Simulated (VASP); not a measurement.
# TbHgB4 (Cmmm) in VASP: single point with PBE

Aim: the single point of TbHgB4 with PBE.

All numbers are computed with VASP 6.6.1; they aren't measurements. Logs are shortened: lines on timing, memory, paths and dates and some standing lists are left out, and cuts for length are marked.

## Step 1: The cell of the first run

Symmetry: Cmmm, No. 65, orthorhombic system. Conventional cell: a = 5.390 Å, b = 7.581 Å, c = 5.708 Å, α = 90.00°, β = 90.00°, γ = 90.00°. Tb (site symmetry mmm) has 2 Hg at 2.85 Å and 8 B at 3.68 Å within 3.8 Å. B (site symmetry m2m) has 3 B at 1.70 to 1.73 Å within 2.3 Å. Within 2.4 Å of B (site symmetry 2/m) lie 2 B at 1.70 Å and 2 Hg at 2.33 Å. Within 3.1 Å of Hg (site symmetry mmm) lie 10 B at 2.33 to 2.92 Å and 2 Tb at 2.85 Å.

The cell was generated, and may not be a known phase.

## Step 2: Single point, PBE

INCAR reads:

```
SYSTEM = TbHgB4
ALGO = Normal ; EDIFF = 1E-6
ENCUT = 500 ; GGA = PE
GGA_COMPAT = .False. ; ISIF = 2
ISMEAR = 0 ; LASPH = .True.
LCHARG = .False. ; LMAXMIX = 6
LREAL = .False. ; LWAVE = .False.
NBANDS = 26 ; NELM = 200
PREC = Accurate ; SIGMA = 0.2
```

KPOINTS reads:

```
k-points
0
Gamma
  4 4 4
  0 0 0
```

POSCAR reads:

```
TbHgB4
1.0
    2.6949274922     -3.7904018765      0.0000000000
    2.6949274922      3.7904018765      0.0000000000
    0.0000000000      0.0000000000      5.7081212577
Tb B Hg
1 4 1
Direct
    0.0000000000      0.0000000000      0.5000000000
    0.6142985330      0.3857014670      0.0000000000
    0.3857014670      0.6142985330      0.0000000000
    0.0000000000      0.5000000000      0.0000000000
    0.5000000000      0.0000000000      0.0000000000
    0.0000000000      0.0000000000      0.0000000000
```

Potentials or basis: VASP PAW PBE potentials, release 64 (Tb_3, B, Hg), 4f in core.

Launch:

```
> cat potpaw_PBE.64/Tb_3/POTCAR potpaw_PBE.64/B/POTCAR potpaw_PBE.64/Hg/POTCAR > POTCAR
> mpirun -np 1 vasp_std > vasp.out
```

OUTCAR:

```text
SYSTEM = TbHgB4
   EDIFF = 1E-6
   ENCUT = 500
   GGA = PE
   ISIF = 2
   ISMEAR = 0
   LASPH = .True.
   LREAL = .False.
   NELM = 200
   PREC = Accurate

 ion  position               nearest neighbor table
   1  0.000  0.000  0.500-   6 2.85   6 2.85
   2  0.614  0.386  0.000-   4 1.70   5 1.70   3 1.73   6 2.83   6 2.83   6 2.92
   3  0.386  0.614  0.000-   4 1.70   5 1.70   2 1.73   6 2.83   6 2.83   6 2.92
   4  0.000  0.500  0.000-   2 1.70   3 1.70   6 2.33   6 2.33
   5  0.500  0.000  0.000-   2 1.70   3 1.70   6 2.33   6 2.33
   6  0.000  0.000  0.000-   4 2.33   5 2.33   4 2.33   5 2.33   2 2.83   2 2.83   3 2.83   3 2.83
                             1 2.85   1 2.85   3 2.92   2 2.92

  LATTYP: Found a base centered orthorhombic cell.
 ALAT       =     5.3898549844
 B/A-ratio  =     1.4064949382
 C/A-ratio  =     1.0590491348

  Lattice vectors:

 A1 = (   2.6949274922,  -3.7904018765,   0.0000000000)
 A2 = (   2.6949274922,   3.7904018765,   0.0000000000)
 A3 = (   0.0000000000,   0.0000000000,   5.7081212577)

Analysis of symmetry for initial positions (statically):
=====================================================================
 Subroutine PRICEL returns:
 Original cell was already a primitive cell.

 Routine SETGRP: Setting up the symmetry group for a
 base centered orthorhombic supercell.

 Subroutine GETGRP returns: Found  8 space group operations
 (whereof  8 operations were pure point group operations)
 out of a pool of  8 trial point group operations.

The static configuration has the point symmetry D_2h.

Analysis of symmetry for dynamics (positions and initial velocities):
=====================================================================
 Subroutine PRICEL returns:
 Original cell was already a primitive cell.

 Routine SETGRP: Setting up the symmetry group for a
 base centered orthorhombic supercell.

 Subroutine GETGRP returns: Found  8 space group operations
 (whereof  8 operations were pure point group operations)
 out of a pool of  8 trial point group operations.

The dynamic configuration has the point symmetry D_2h.

 Subroutine INISYM returns: Found  8 space group operations
 (whereof  8 operations are pure point group operations),
 and found     1 'primitive' translations

[... 98 lines left out ...]
   EDIFF  = 0.1E-05   stopping-criterion for ELM
   LREAL  =      F    real-space projection
   EDIFFG = 0.1E-04   stopping-criterion for IOM
   NSW    =      0    number of steps for IOM
   IBRION =     -1    ionic relax: 0-MD 1-quasi-New 2-CG
   NFREE  =      0    steps in history (QN), initial steepest desc. (CG)
   ISIF   =      2    stress and relaxation
   ISYM   =      2    0-nonsym 1-usesym 2-fastsym
   POTIM  = 0.5000    time-step for ionic-motion
   TEBEG  =    0.0;   TEEND  =   0.0 temperature during run
   PSTRESS=    0.0 pullay stress
   NELECT =      33.0000    total number of electrons
   NUPDOWN=      -1.0000    fix difference up-down
   EMIN   =  10.00;   EMAX   =-10.00  energy-range for DOS
   EFERMI =   0.00;   METHOD = LEGACY
   ISMEAR =     0;   SIGMA  =   0.20  broadening in eV -4-tet -1-fermi 0-gaus
   EFERMI_NEDOS =   21; number of points for ismear=-14 and -15
   IALGO  =     38    algorithm
   IMIX   =      4    mixing-type and parameters
     AMIX     =   0.40;   BMIX     =  1.00
     AMIX_MAG =   1.60;   BMIX_MAG =  1.00
  volume/ion in A,a.u.               =      19.44       131.16
  Fermi-wavevector in a.u.,A,eV,Ry     =   1.074800  2.031077 15.717381  1.155195
  Thomas-Fermi vector in A             =   2.210638
   LORBIT       =      0    0 simple, 1 ext, 2 COOP (PROOUT), +10 PAW based schemes
   GGA     = PE    functional components
   LHFCALC =     F    Hartree Fock is set to
   AEXX    =    0.0000 exact exchange contribution
   IVDW    =     0    specifies the selected vdW correction
   LEPSILON=     F    determine dielectric tensor
   LRPA    =     F    only Hartree local field effects (RPA)
 non-spin polarized calculation
 Gauss-broadening in eV      SIGMA  =   0.20
  energy-cutoff  :      500.00
  volume of cell :      116.62
 maximum number of plane-waves:      2986
 NGX is ok and might be reduce to    36
   NGX = 17   NGY = 17   NGZ = 21

 number of electron      32.9999999 magnetization

 Free energy of the ion-electron system (eV)
  ---------------------------------------------------
  ext. energy  EPLUGINS =         0.00000000
  ---------------------------------------------------
  free energy    TOTEN  =       -25.79220645 eV

  energy without entropy =      -25.73639715  energy(sigma->0) =      -25.76430180

 E-fermi :   2.4929     XC(G=0):  -9.1431

 val. band max:        2.4902533113   @ k =  -0.2500   0.2500   0.2500
 cond. band min:       2.4995668740   @ k =   0.2500   0.2500   0.0000
 fundamental gap:      0.0093135627
 Fermi energy:         2.4928901328

 k-point     1 :       0.0000    0.0000    0.0000
  band No.  band energies     occupation
      1     -22.0019      2.00000
      2     -21.9300      2.00000
      3     -21.8707      2.00000
      4      -9.2263      2.00000
      5      -6.8403      2.00000
      6      -6.0143      2.00000
[... 598 lines left out ...]
     25       8.2200      0.00000
     26       8.3057      0.00000

------------------------ aborting loop because EDIFF is reached ----------------------------------------

  FORCE on cell =-STRESS in cart. coord.  units (eV):
  Direction    XX          YY          ZZ          XY          YZ          ZX
  --------------------------------------------------------------------------------------
  -------------------------------------------------------------------------------------
  Total        0.2081375      0.6013248      0.5428087      0.0000000      0.0000000      0.0000000
  in kB        2.8596012      8.2616000      7.4576479      0.0000000      0.0000000      0.0000000
  external PRESSURE =       6.1929497 kB  Pullay stress =       0.0000000 kB

 VOLUME and BASIS-vectors are now :
 -----------------------------------------------------------------------------
  energy-cutoff  :      500.00
  volume of cell :      116.62
      direct lattice vectors                 reciprocal lattice vectors
     2.694927492 -3.790401876  0.000000000     0.185533749 -0.131912134  0.000000000
     2.694927492  3.790401876  0.000000000     0.185533749  0.131912134  0.000000000
     0.000000000  0.000000000  5.708121258     0.000000000  0.000000000  0.175188990

 POSITION                                       TOTAL-FORCE (eV/Angst)
 -----------------------------------------------------------------------------------
      0.00000      0.00000      2.85406         0.000000     -0.000000      0.000000
      2.69493     -0.86647      0.00000         0.000000     -0.041052      0.000000
      2.69493      0.86647      0.00000         0.000000      0.041052      0.000000
      1.34746      1.89520      0.00000         0.000000     -0.000000      0.000000
      1.34746     -1.89520      0.00000         0.000000     -0.000000      0.000000
      0.00000      0.00000      0.00000         0.000000     -0.000000      0.000000
 -----------------------------------------------------------------------------------
    total drift:                                0.000000     -0.000000      0.000000

  FREE ENERGIE OF THE ION-ELECTRON SYSTEM (eV)
  ---------------------------------------------------
  free  energy   TOTEN  =       -25.7922064515 eV

  energy  without entropy=      -25.7363971498  energy(sigma->0) =      -25.76430180
```

OSZICAR:

```text
N       E                     dE             d eps       ncg     rms          rms(c)
DAV:   1     0.167225414732E+03    0.16723E+03   -0.13995E+04  1092   0.107E+03
DAV:   2    -0.231977044332E+02   -0.19042E+03   -0.17459E+03  1278   0.283E+02
DAV:   3    -0.335486836580E+02   -0.10351E+02   -0.10075E+02  1326   0.575E+01
DAV:   4    -0.337190039492E+02   -0.17032E+00   -0.16957E+00  1364   0.721E+00
DAV:   5    -0.337224351899E+02   -0.34312E-02   -0.34257E-02  1334   0.100E+00    0.150E+01
DAV:   6    -0.257070031892E+02    0.80154E+01   -0.20968E+01  1432   0.318E+01    0.141E+01
DAV:   7    -0.258189946610E+02   -0.11199E+00   -0.28783E+00  1232   0.890E+00    0.878E+00
DAV:   8    -0.258000346897E+02    0.18960E-01   -0.16814E-01  1290   0.307E+00    0.887E-01
DAV:   9    -0.257918754166E+02    0.81593E-02   -0.32623E-02  1328   0.158E+00    0.283E-01
DAV:  10    -0.257921512193E+02   -0.27580E-03   -0.43541E-03  1194   0.329E-01    0.143E-01
DAV:  11    -0.257921694970E+02   -0.18278E-04   -0.24304E-04  1228   0.131E-01    0.635E-02
DAV:  12    -0.257922018340E+02   -0.32337E-04   -0.10975E-04  1194   0.516E-02    0.138E-02
DAV:  13    -0.257922056166E+02   -0.37826E-05   -0.10368E-05  1234   0.232E-02    0.639E-03
DAV:  14    -0.257922064515E+02   -0.83496E-06   -0.15160E-06   906   0.867E-03
   1 F= -.25792206E+02 E0= -.25764302E+02  d E =-.558093E-01
```

Run time: 64 s. Hardware: 1 thread of Intel Xeon Platinum 8488C (Sapphire Rapids), shared host; peak memory 0.25 GiB.

What came out:

```yaml
Free_energy: -25.7922 eV
Pressure: 0.6 GPa
Largest_force: 0.041 eV/Å
Band_gap_on_the_k_mesh: zero (an odd number of electrons rules out a gap without spin polarisation)
```

Forces in eV/Å, atoms in the order of the input:
```
Tb   0.000  0.000  0.000
B    0.000 -0.041  0.000
B    0.000  0.041  0.000
B    0.000  0.000  0.000
B    0.000  0.000  0.000
Hg   0.000  0.000  0.000
```

Caveat: spin-orbit coupling is left out, which moves the levels of the heavy elements; the 4f electrons are frozen in the core, so they carry no moment and show no levels. Spin polarisation is off, so any magnetic state and its effect on volume and gap are missing.
